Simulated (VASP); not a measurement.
Write the native input for VASP 6.6.1 that does the following.

```
Task                   : single point
Functional             : r2SCAN
Potentials or basis    : VASP PAW PBE potentials, release 64 (K_sv, Cl)
Cutoff                 : 520 eV
k mesh                 : 6 × 6 × 6
Occupations            : gaussian, width 0.01 eV
Spin                   : no spin polarisation
Dipole correction      : no
Further INCAR settings : ALGO = Normal; EDIFF = 1e-06; NBANDS = 15
```

The system is KCl.

```
K Cl
1.0
     2.87724    2.87724    0.00000
    -2.87724    2.87724    0.00000
     0.00000    2.87724    2.87724
K Cl
1 1
Direct
  0.00000 0.00000 0.00000
  0.50000 0.50000 0.00000
```

These files were run (other wordings do the same):

POSCAR

```
KCl
1.0
    2.8772395212      2.8772395212      0.0000000000
   -2.8772395212      2.8772395212      0.0000000000
    0.0000000000      2.8772395212      2.8772395212
K Cl
1 1
Direct
    0.0000000000      0.0000000000      0.0000000000
    0.5000000000      0.5000000000      0.0000000000
```

INCAR.step1

```
ALGO = Normal
EDIFF = 1E-4
ENCUT = 520
GGA = PE
ISMEAR = 0
LASPH = True
LCHARG = False
LREAL = False
LWAVE = True
NBANDS = 15
NELM = 60
PREC = Accurate
SIGMA = 0.01
```

INCAR.step2

```
ALGO = Normal
EDIFF = 1E-6
ENCUT = 520
ISIF = 2
ISMEAR = 0
ISTART = 1
LASPH = True
LCHARG = False
LMIXTAU = True
LREAL = False
LWAVE = False
METAGGA = R2SCAN
NBANDS = 15
NELM = 60
PREC = Accurate
SIGMA = 0.01
```

KPOINTS

```
k-points
0
Gamma
  6 6 6
```

Potentials or basis: VASP PAW PBE potentials, release 64 (K_sv, Cl).

Launch:

```bash
$ cat potpaw_PBE.64/K_sv/POTCAR potpaw_PBE.64/Cl/POTCAR > POTCAR
$ cp INCAR.step1 INCAR
$ mpirun -np 1 vasp_std > vasp.out
$ cp INCAR.step2 INCAR
$ mpirun -np 1 vasp_std > vasp.out
```

It gave:

The pressure is 10.0 GPa and the band gap on the k mesh is 6.60 eV, indirect (least direct gap 6.86 eV).

Caveat: the PAW data sets were made with another functional, which shifts forces and pressure a little.

It took 83 s on 1 thread of AMD EPYC 7R43 64-Core Processor (Zen 3), on a shared host, peak memory 0.13 GiB.
